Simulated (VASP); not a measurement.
# Cd: single point with r2SCAN

Cd:

```
CELL_PARAMETERS angstrom
-1.63490 1.63490 2.12537
1.63490 -1.63490 2.12537
1.63490 1.63490 -2.12537
ATOMIC_POSITIONS crystal
Cd 0.00000 0.00000 0.00000
```

This cell differs from its parent crystal: ratio of the length along z to the lengths across it x 1.3, volume and fractional coordinates fixed.

```
Program                : VASP 6.6.1
Task                   : single point
Functional             : r2SCAN
Potentials or basis    : VASP PAW PBE potentials, release 64 (Cd)
Cutoff                 : 520 eV
k mesh                 : 20 × 20 × 20
Occupations            : gaussian, width 0.15 eV
Spin                   : no spin polarisation
Dipole correction      : no
Further INCAR settings : ALGO = Normal; EDIFF = 1e-06; NBANDS = 12
```

| Item | Value |
| --- | --- |
| Pressure | -1.7 GPa |
| Band gap on the k mesh | zero (bands 6 and 7 overlap by 3.24 eV) |

Stress tensor (GPa, compression positive):
```
-2.27  0.00  0.00
 0.00 -2.27  0.00
 0.00  0.00 -0.63
```

Levels at points of the mesh, in eV from the Fermi level:
| k point | band 4 | band 5 | band 6 | band 7 | band 8 | band 9 |
| --- | --- | --- | --- | --- | --- | --- |
| (0.00, 0.00, 0.00) | -9.19 | -8.97 | -8.85 | 14.37 | 15.29 | 15.37 |
| (0.50, 0.00, 0.00) | -8.77 | -8.66 | -2.25 | -1.38 | 11.90 | 12.47 |
| (0.50, 0.50, 0.00) | -8.71 | -8.56 | -1.16 | 0.81 | 7.38 | 7.67 |
| (0.50, 0.50, 0.50) | -8.62 | -8.62 | 0.03 | 2.62 | 6.11 | 6.11 |

Run time: 5.8 min on 1 thread of AMD EPYC 9R45 96-Core Processor (Zen 5) (shared host), peak memory 0.25 GiB.

Caveat: the PAW data sets were made with another functional, which shifts forces and pressure a little.
